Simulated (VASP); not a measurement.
Mo: single point with PBEsol

The system is Mo.

```
CELL_PARAMETERS angstrom
-3.14200 -3.14200 3.14200
-3.14200 3.14200 -3.14200
3.14200 -3.14200 -3.14200
ATOMIC_POSITIONS crystal
Mo 0.47454 0.47454 0.50000
Mo 0.00000 0.50000 0.50000
Mo 0.50000 0.00000 0.50000
Mo 0.00000 0.00000 0.50000
Mo 0.50000 0.50000 0.00000
Mo 0.00000 0.50000 0.00000
Mo 0.50000 0.00000 0.00000
Mo 0.00000 0.00000 0.00000
```

This cell differs from its parent crystal: atom 1 (Mo) moved +0.160 Å along Cartesian [1 0 0].

| Item | Value |
| --- | --- |
| Program | VASP 6.6.1 |
| Task | single point |
| Functional | PBEsol |
| Potentials or basis | VASP PAW PBE potentials, release 64 (Mo_sv) |
| Cutoff | 520 eV |
| k mesh | 12 × 12 × 12 |
| Occupations | gaussian, width 0.15 eV |
| Spin | no spin polarisation |
| Dipole correction | no |
| Further INCAR settings | ALGO = Fast; EDIFF = 1e-06; NBANDS = 66 |

The pressure is -2.0 GPa, the largest force is 2.044 eV/Å and the band gap on the k mesh is zero (bands 56 and 57 overlap by 2.29 eV).

Forces on the atoms (eV/Å):
```
Mo  -2.044  0.000  0.000
Mo   0.206  0.237 -0.237
Mo   0.206 -0.237  0.237
Mo   1.004  0.000  0.000
Mo   0.206 -0.237 -0.237
Mo   0.108  0.000  0.000
Mo   0.108  0.000  0.000
Mo   0.206  0.237  0.237
```

Stress tensor (GPa, compression positive):
```
-1.31  0.00  0.00
 0.00 -2.34  0.00
 0.00  0.00 -2.34
```

Levels at points of the mesh, in eV from the Fermi level:
| k point | band 54 | band 55 | band 56 | band 57 | band 58 | band 59 |
| --- | --- | --- | --- | --- | --- | --- |
| (0.00, 0.00, 0.00) | 1.53 | 1.60 | 1.63 | 1.63 | 1.66 | 1.67 |
| (0.50, 0.00, 0.00) | -1.38 | -0.94 | -0.66 | 0.20 | 0.33 | 0.90 |
| (0.00, 0.00, 0.50) | -1.60 | -0.76 | -0.75 | 0.23 | 0.29 | 1.03 |
| (0.50, 0.50, 0.50) | -0.64 | -0.64 | -0.64 | -0.63 | -0.63 | -0.63 |

Run time: 42 min on 1 thread of Oxide Virtual Turin-like Processor (shared host), peak memory 0.83 GiB.

Caveat: the cell differs from its parent crystal (atom 1 (Mo) moved +0.160 Å along Cartesian [1 0 0]); the PAW data sets were made with another functional, which shifts forces and pressure a little.
